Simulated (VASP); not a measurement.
Set up this calculation in VASP 6.6.1, as the native input.

- Task: single point
- Functional: PBE
- Dispersion: D3(BJ)
- Potentials or basis: VASP PAW PBE potentials, release 64 (Sn_d, O)
- Cutoff: 520 eV
- k mesh: 14 × 14 × 12
- Occupations: gaussian, width 0.15 eV
- Spin: no spin polarisation
- Dipole correction: no
- Further INCAR settings: ALGO = Normal; EDIFF = 1e-07; NBANDS = 28

The structure of SnO lies in POSCAR:

```
SnO
1.0
    3.8540886645      0.0000000000      0.0000000000
    0.0000000000      3.8540886645      0.0000000000
    0.0000000000      0.0000000000      4.7061646161
Sn O
2 2
Direct
    0.0000000000      0.5000000000      0.2385000000
    0.5000000000      0.0000000000      0.7615000000
    0.0000000000      0.0000000000      0.0000000000
    0.5000000000      0.5000000000      0.0000000000
```

This cell differs from its parent crystal: ratio of the length along z to the lengths across it x 0.96, volume and fractional coordinates fixed.

These files were run (other wordings do the same):

INCAR

```
SYSTEM = SnO
PREC = Accurate ; ENCUT = 520
EDIFF = 1E-7 ; ISMEAR = 0
SIGMA = 0.15 ; LREAL = .False.
LASPH = .True. ; NELM = 60
ALGO = Normal ; ISIF = 2
LWAVE = .False. ; LCHARG = .False.
GGA = PE ; IVDW = 12
NBANDS = 28
```

KPOINTS

```
regular mesh
0
Gamma
  14 14 12
  0 0 0
```

Potentials or basis: VASP PAW PBE potentials, release 64 (Sn_d, O).

Run with:

```sh
$ cat potpaw_PBE.64/Sn_d/POTCAR potpaw_PBE.64/O/POTCAR > POTCAR
$ mpirun -np 1 vasp_std > vasp.out
```

Results of the run:

| Property | Result |
| --- | --- |
| Pressure | 1.6 GPa |
| Largest force | 0.602 eV/Å |
| Band gap on the k mesh | 0.21 eV (least direct gap 1.89 eV) |
| Dispersion energy per atom | -0.235 eV |

Caveat: semilocal functionals underestimate gaps, and a narrow one can read as zero; spin-orbit coupling is left out, which moves the levels of the heavy elements.

Wall time 8.1 min on 1 thread of Oxide Virtual Turin-like Processor (shared host), peak memory 0.44 GiB.
